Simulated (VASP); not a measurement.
Write the native input for VASP 6.6.1 that does the following.

| Property | Result |
| --- | --- |
| Task | single point |
| Functional | PBE |
| Potentials or basis | VASP PAW PBE potentials, release 64 (Br) |
| Cutoff | 520 eV |
| k mesh | 8 × 8 × 4 |
| Occupations | gaussian, width 0.02 eV |
| Spin | no spin polarisation |
| Dipole correction | no |
| Further INCAR settings | ALGO = Normal; EDIFF = 1e-06; NBANDS = 22 |

The structure of Br lies in POSCAR:

```
Br
1.0
    4.3206173292     -2.1402354973      0.0000000000
    4.3206173292      2.1402354973      0.0000000000
    0.0000000000      0.0000000000      8.7005279846
Br
4
Direct
    0.8583056032      0.1416943968      0.1183763269
    0.6416943968      0.3583056032      0.6183763269
    0.1416943968      0.8583056032      0.8816236731
    0.3583056032      0.6416943968      0.3816236731
```

The input as run:

INCAR

```
SYSTEM = Br
PREC = Accurate
ENCUT = 520
EDIFF = 1E-6
ISMEAR = 0
SIGMA = 0.02
LREAL = .FALSE.
LASPH = .TRUE.
NELM = 80
ALGO = Normal
ISIF = 2
LWAVE = .FALSE.
LCHARG = .FALSE.
GGA = PE
NBANDS = 22
```

KPOINTS

```
regular mesh
0
G
  8 8 4
  0 0 0
```

Potentials or basis: VASP PAW PBE potentials, release 64 (Br).

Command:

```console
$ cat potpaw_PBE.64/Br/POTCAR > POTCAR
$ mpirun -np 1 vasp_std > vasp.out
```

It gave:

```json
{"Pressure": "0.0 GPa", "Largest force": "0.007 eV/Å", "Band gap on the k mesh": "1.38 eV"}
```

Caveat: this functional lacks dispersion, which holds the molecules together, so the pressure and a relaxed volume are unreliable.

Wall time 3.7 min on 1 thread of Intel(R) Xeon(R) Platinum 8259CL CPU @ 2.50GHz (Skylake/Cascade Lake) (shared host), peak memory 0.36 GiB.
